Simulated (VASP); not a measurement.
Wanted: the native input for a VASP 6.6.1 run.

* Task: single point
* Functional: PBE
* Potentials or basis: VASP PAW PBE potentials, release 64 (Pt, As)
* Cutoff: 520 eV
* k mesh: 12 × 12 × 12
* Occupations: gaussian, width 0.05 eV
* Spin: no spin polarisation
* Dipole correction: no
* Further INCAR settings: ALGO = Normal; EDIFF = 1e-07; NBANDS = 14

The structure of AsPt lies in POSCAR:

```
AsPt
1.0
    0.0000000000      2.8771078340      2.8771078340
    2.8771078340      0.0000000000      2.8771078340
    2.8771078340      2.8771078340      0.0000000000
Pt As
1 1
Direct
    0.0000000000      0.0000000000      0.0000000000
    0.2500000000      0.2500000000      0.2500000000
```

This cell differs from its parent crystal: volume scaled by 1.070.

The input as run:

INCAR

```
PREC     = Accurate       # precision mode
ENCUT    = 520            # plane-wave cutoff, eV
EDIFF    = 1E-7           # SCF threshold, eV
ISMEAR   = 0              # smearing method
SIGMA    = 0.05           # smearing width, eV
LREAL    = False          # projectors in reciprocal space
LASPH    = True           # aspherical terms in the spheres
NELM     = 80             # most SCF steps
ALGO     = Normal         # electronic algorithm
ISIF     = 2              # what is computed and relaxed
LWAVE    = False          # write WAVECAR
LCHARG   = False          # write CHGCAR
GGA      = PE             # functional
NBANDS   = 14             # bands
```

KPOINTS

```
regular mesh
0
Gamma
  12 12 12
```

Potentials or basis: VASP PAW PBE potentials, release 64 (Pt, As).

Command:

```bash
$ cat potpaw_PBE.64/Pt/POTCAR potpaw_PBE.64/As/POTCAR > POTCAR
$ mpirun -np 1 vasp_std > vasp.out
```

Results of the run:

```yaml
Pressure: -6.1 GPa
```

Run time: 32 s on 1 thread of Intel(R) Xeon(R) 6975P-C (Granite Rapids), on a shared host, peak memory 0.19 GiB.
